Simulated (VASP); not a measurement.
Here is a VASP 6.6.1 calculation.

INCAR

```
  PREC = Accurate
  ENCUT = 500
  EDIFF = 1E-6
  ISMEAR = 0
  SIGMA = 0.02
  LREAL = F
  LASPH = T
  NELM = 120
  ALGO = Normal
  ISIF = 2
  LWAVE = F
  LCHARG = F
  GGA = PE
  NBANDS = 26
  GGA_COMPAT = F
```

Contents of KPOINTS:

```
Automatic mesh
0
Gamma
  9 9 4
```

Contents of POSCAR:

```
CdS
1.0
    4.1968524163      0.0000000000      0.0000000000
   -2.0984262081      3.6345808084      0.0000000000
    0.0000000000      0.0000000000      6.8296508617
Cd S
2 2
Direct
    0.3333333333      0.6666666667      0.0002179939
    0.6666666667      0.3333333333      0.5002179939
    0.3333333333      0.6666666667      0.3767820061
    0.6666666667      0.3333333333      0.8767820061
```

Potentials or basis: VASP PAW PBE potentials, release 64 (Cd, S).

The run is started by

```sh
$ cat potpaw_PBE.64/Cd/POTCAR potpaw_PBE.64/S/POTCAR > POTCAR
$ mpirun -np 1 vasp_std > vasp.out
```

**Question.** Estimate the pressure.

**Answer.** 0.3 GPa.

**Question.** Predict the band gap on the k mesh.

**Answer.** 1.11 eV.
